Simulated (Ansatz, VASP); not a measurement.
# Two plane-wave programs on NaI

```
Na I
1.0
     0.00000    3.22972    3.21357
     3.22972    0.00000    3.21357
     3.22972    3.22972    0.00000
Na I
1 1
Direct
  0.00000 0.00000 0.00000
  0.50000 0.50000 0.50000
```

Change from the starting cell: uniaxial_z strain -0.5%.

Alike in both runs: task single point; functional PBE; k mesh 8 × 8 × 8; occupations fermi-dirac, width 0.02 eV; no spin polarisation.

```csv
,VASP,Ansatz
version,VASP 6.6.1,Ansatz 0.2.0
potentials or method,"VASP PAW PBE potentials, release 64 (Na_pv, I)","plane waves, PAW"
plane-wave cutoff (eV),520,420
valence electrons in the cell,14,26
```

```csv
,VASP,Ansatz,Ansatz less VASP
gap on the k mesh at the Fermi level (eV),3.67,3.67,+0.004
pressure (GPa),0.6,0.6,-0.01
"traceless stress, the component that is largest in VASP (GPa)",0.09,0.09,-0.001
```

VASP's potentials hold 14 valence electrons a cell and Ansatz's 26, so a difference there can come from the potentials and not from the codes.

Neither program's run includes spin-orbit coupling.
